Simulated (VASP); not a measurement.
**Hg: electric field gradients with PBE**

Hg:

```
Hg
1.0
     1.73749    1.01179    2.23400
    -1.72251    0.98584    2.23400
    -0.01498   -1.99763    2.23400
Hg
1
Direct
  0.00000 0.00000 0.00000
```

This cell differs from its parent crystal: xy shear strain of +1.5 %.

```json
{
  "Program": "VASP 6.6.1",
  "Task": "electric field gradients",
  "Functional": "PBE",
  "Potentials or basis": "VASP PAW PBE potentials, release 64 (Hg)",
  "Cutoff": "520 eV",
  "k mesh": "12 × 12 × 12",
  "Occupations": "fermi-dirac, width 0.03 eV",
  "Spin": "no spin polarisation",
  "Dipole correction": "no",
  "Further INCAR settings": "ALGO = Normal; EDIFF = 1e-08; NBANDS = 12"
}
```

| Quantity | Value |
| --- | --- |
| Pressure | 6.5 GPa |
| Band gap on the k mesh | zero (bands 6 and 7 overlap by 3.32 eV) |
| Largest electric field gradient by atom | Hg -146.2 V/Å² |

Stress tensor (GPa, compression positive):
```
 6.14  0.02 -0.21
 0.02  6.16  0.01
-0.21  0.01  7.32
```

Levels at points of the mesh, in eV from the Fermi level:
```
           k point  band 4  band 5  band 6  band 7  band 8  band 9
(0.00, 0.00, 0.00)   -6.41   -6.25   -6.23   12.25   12.65   12.93
(0.50, 0.00, 0.00)   -6.30   -5.91   -2.21   -2.02   12.63   12.96
(0.00, 0.50, 0.00)   -6.29   -5.89   -2.04   -1.96   12.35   12.59
(0.50, 0.50, 0.00)   -5.95   -5.43   -0.10    0.86    4.81   10.10
(0.00, 0.00, 0.50)   -6.30   -5.90   -2.12   -1.99   12.49   12.77
(0.50, 0.00, 0.50)   -5.94   -5.43   -0.05    0.90    4.64   10.04
(0.00, 0.50, 0.50)   -5.97   -5.43   -0.15    0.83    4.98   10.04
(0.50, 0.50, 0.50)   -5.54   -5.52   -0.15    1.37    9.37    9.60
```

Electric field gradients, principal values (V/Å²):
```tsv
atom	least	middle	greatest (by size)
1 Hg	70.312	75.920	-146.231
```

Run time: 87 s on 1 thread of Intel(R) Xeon(R) Platinum 8488C (Sapphire Rapids), with other jobs on the host, peak memory 0.33 GiB.

Caveat: the cell differs from its parent crystal (xy shear strain of +1.5 %); the cell stands under pressure; without QUAD_EFG the Cq values of the log hold for a quadrupole moment of 1 mb, not for the nuclei; spin-orbit coupling is left out, which moves the levels of the heavy elements.
